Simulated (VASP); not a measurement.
# Sb: single point with r2SCAN

The system is Sb.

```
Sb
1.0
     2.17060    1.25320    3.87109
    -2.17060    1.25320    3.87109
     0.00000   -2.50640    3.87109
Sb
2
Direct
  0.23130 0.23130 0.23130
  0.76870 0.76870 0.76870
```

| Quantity | Value |
| --- | --- |
| Program | VASP 6.6.1 |
| Task | single point |
| Functional | r2SCAN |
| Potentials or basis | VASP PAW PBE potentials, release 64 (Sb) |
| Cutoff | 520 eV |
| k mesh | 9 × 9 × 9 |
| Occupations | fermi-dirac, width 1 eV |
| Spin | no spin polarisation |

The pressure is 3.9 GPa and the largest force is 0.746 eV/Å.

Forces on the atoms (eV/Å):
```
Sb   0.000  0.000  0.746
Sb   0.000  0.000 -0.746
```

Stress tensor (GPa, compression positive):
```
4.32 0.00 0.00
0.00 4.32 0.00
0.00 0.00 3.16
```

Levels at points of the mesh, in eV from the Fermi level:
```
           k point  band 2  band 3  band 4  band 5  band 6  band 7  band 8  band 9
(0.00, 0.00, 0.00)   -4.88   -2.07   -1.74   -1.74    2.11    2.83    2.83    5.78
```

Wall time 2.9 min on 1 thread of Intel(R) Xeon(R) Platinum 8259CL CPU @ 2.50GHz (Skylake/Cascade Lake), with other jobs on the host, peak memory 0.24 GiB.

Caveat: the PAW data sets were made with another functional, which shifts forces and pressure a little; spin-orbit coupling is left out, which moves the levels of the heavy elements.
